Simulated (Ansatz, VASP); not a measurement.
**One calculation of Ga, two programs**

```
Ga
1.0
     0.00000    2.87911    2.87911
     2.87911    0.00000    2.87911
     2.87911    2.87911    0.00000
Ga
2
Direct
  0.50000 0.50000 0.50000
  0.75000 0.75000 0.75000
```

Alike in both runs: functional PBEsol; k mesh 12 × 12 × 12; occupations gaussian, width 0.1 eV; no spin polarisation.

Ansatz relaxed the structure, and its values are those at the end. VASP's run is a single point on that final structure, the one shown.

```csv
,VASP,Ansatz
version,VASP 6.6.1,Ansatz 0.2.0
potentials or method,"VASP PAW PBE potentials, release 64 (Ga_d), cutoff 500 eV","scalar-relativistic, plane waves, PAW"
valence electrons in the cell,26,26
```

```tsv
	VASP	Ansatz	Ansatz less VASP
gap on the k mesh at the Fermi level (eV)	none	none	-
pressure (GPa)	0.1	0.0	-0.06
```

VASP's potentials were made for PBE, not for PBEsol. A gap of «none» marks a metal or a gap that the smearing closes. With one functional, cell and mesh, what is left measures potentials, basis and numerics.
